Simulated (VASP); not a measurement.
Here is a VASP 6.6.1 calculation.

File INCAR:

```
  ALGO = Normal
  EDIFF = 1E-7
  EDIFFG = -0.04
  ENCUT = 600
  GGA = PE
  GGA_COMPAT = F
  IBRION = 2
  ISIF = 3
  ISMEAR = 0
  LASPH = T
  LCHARG = F
  LREAL = F
  LWAVE = F
  NELM = 120
  NELMIN = 4
  NSW = 90
  PREC = Accurate
  SIGMA = 0.1
```

File KPOINTS:

```
k-points
0
Gamma
  6 6 6
```

File POSCAR:

```
BeCl
1.0
    3.3050236200      0.0000000000      0.0000000000
    0.0000000000      3.3050236200      0.0000000000
    0.0000000000      0.0000000000      3.3050236200
Be Cl
1 1
Direct
    0.0000000000      0.0000000000      0.0000000000
    0.5000000000      0.5000000000      0.5000000000
```

Potentials or basis: VASP PAW PBE potentials, release 64 (Be, Cl).

Command:

```console
$ cat potpaw_PBE.64/Be/POTCAR potpaw_PBE.64/Cl/POTCAR > POTCAR
$ mpirun -np 1 vasp_std > vasp.out
```

Problem. Predict the band gap on the k mesh.

Solution. Zero (an odd number of electrons rules out a gap without spin polarisation).

Problem. What does it give for the relaxed cell?

Solution. a = 3.106 Å, b = 3.106 Å, c = 3.106 Å, α = 90.00°, β = 90.00°, γ = 90.00°.

Problem. Estimate the space group after relaxing (to 0.1 Å).

Solution. Pm-3m (No. 221).

Problem. Predict the relaxed volume.

Solution. 14.98 Å³/atom.

Step by step:
```csv
step,energy change (eV),largest force (eV/Å),pressure (GPa),volume (Å³)
1,0.0000,0.0000,-5.52,36.10
2,-0.0949,0.0000,-3.70,32.95
3,-0.1289,0.0000,-1.02,30.71
4,-0.1313,0.0000,-0.07,29.95
```

Caveat: the volume moved by over 15 % at a fixed basis, so the end points are rough; an odd number of electrons without spin polarisation forces a metal; a magnetic or distorted state may lie lower.
